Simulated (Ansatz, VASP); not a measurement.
## One calculation of BN, two programs

The input INCAR:

```
  PREC = Accurate
  ENCUT = 520
  EDIFF = 1E-6
  ISMEAR = 0
  SIGMA = 0.05
  LREAL = False
  LASPH = True
  NELM = 60
  ALGO = Normal
  ISIF = 2
  LWAVE = False
  LCHARG = True
  GGA = PE
  LELF = True
  LVHAR = True
  NBANDS = 16
```

Contents of KPOINTS:

```
Automatic mesh
0
Gamma
  12 12 6
```

Contents of POSCAR:

```
BN
1.0
    2.5539396017      0.0000000000      0.0000000000
   -1.2769698009      2.2117765748      0.0000000000
    0.0000000000      0.0000000000      4.2268550000
B N
2 2
Direct
    0.7023246596      0.3594367959      1.0133830981
    0.3689913263      0.6927701292      0.5133830981
    0.6666666667      0.3333333333      0.6252760000
    0.3333333333      0.6666666667      0.1252760000
```

Input for Ansatz:

```yaml
crystal:
  lattice:
    - [2.5539396017, 0.0, 0.0]
    - [-1.2769698009, 2.2117765748, 0.0]
    - [0.0, 0.0, 4.226855]
  atoms:
    - { symbol: B, position: [0.7023246596, 0.3594367959, 1.0133830981] }
    - { symbol: B, position: [0.3689913263, 0.6927701292, 0.5133830981] }
    - { symbol: "N", position: [0.6666666667, 0.3333333333, 0.625276] }
    - { symbol: "N", position: [0.3333333333, 0.6666666667, 0.125276] }
basis:
  ecutwfc: 420
kpoints:
  mp_grid: { grid: [12, 12, 6] }
hamiltonian:
  xc: pbe
scf:
  occupations: { method: gaussian, width: 0.05 }
output:
  forces: true
  stress: true
  eigenvalues: true
  write_density: true
  write_potential: true
  elf: true
  volumetric_format: npy
```

Change from the starting cell: all B atoms moved +0.100 Å, as atom 1 along Cartesian [1 1 1].

Alike in both runs: task single point; functional PBE; k mesh 12 × 12 × 6; occupations gaussian, width 0.05 eV; no spin polarisation.

```csv
,VASP,Ansatz
version,VASP 6.6.1,Ansatz 0.2.0
potentials or method,"VASP PAW PBE potentials, release 64 (B, N), cutoff 520 eV","scalar-relativistic, plane waves, PAW"
valence electrons in the cell,16,16
```

VASP gave:

```
gap on the k mesh at the Fermi level (eV)                     : 5.28
least direct gap on the mesh (eV)                             : 7.53
pressure (GPa)                                                : 3.8
traceless stress, the component that is largest in VASP (GPa) : 2.16
rms of the force components (eV/Å)                            : 1.491
```

Problem. Estimate Ansatz's values.

Solution. gap on the k mesh at the Fermi level (eV): 5.30; least direct gap on the mesh (eV): 7.53; pressure (GPa): 3.6; traceless stress, the component that is largest in VASP (GPa): 2.10; rms of the force components (eV/Å): 1.485.

Atom by atom the forces differ by 0.007 eV/Å (rms over components). The functional is the same, so the differences come from potentials, cutoffs and numerics.
